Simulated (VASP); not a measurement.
The system is BaZnSbCl.

```xyz
8
Lattice="4.7022 0.0000 0.0000 0.0000 4.7022 0.0000 0.0000 0.0000 10.3602" Properties=species:S:1:pos:R:3 pbc="T T T"
Ba    3.5266    3.5266    3.6343
Ba    1.1755    1.1755    6.7259
Cl    1.1755    3.5266    5.1801
Cl    3.5266    1.1755    5.1801
Zn    1.1755    3.5266    0.0000
Zn    3.5266    1.1755    0.0000
Sb    1.1755    1.1755    1.7202
Sb    3.5266    3.5266    8.6400
```

Base run:

- Program: VASP 6.6.1
- Functional: revPBE
- Potentials or basis: VASP PAW PBE potentials, release 64 (Ba_sv, Cl, Zn, Sb_d_GW)
- Cutoff: 500 eV
- k mesh: 4 × 4 × 2
- Occupations: fermi-dirac, width 0.1 eV
- Spin: no spin polarisation

Its results: band gap on the k mesh zero (bands 44 and 45 overlap by 0.07 eV); pressure 5.8 GPa; largest force 3.484 eV/Å.

Task: The run is repeated on the same cell with these changes: functional from revPBE to PBE. What comes out?

Result: Band gap on the k mesh zero (bands 44 and 45 overlap by 0.07 eV); pressure 4.5 GPa; largest force 3.382 eV/Å.

PBE binds more tightly than revPBE, so the same cell stands under less pressure.

Caveats: the cell stands under pressure; semilocal functionals underestimate gaps, and a narrow one can read as zero; spin-orbit coupling is left out, which moves the levels of the heavy elements; the PAW data sets were made with another functional, which shifts forces and pressure a little (at least some runs); forces of over 1 eV/Å act on the atoms, so gaps and moduli don't describe the material at rest (at least some runs).
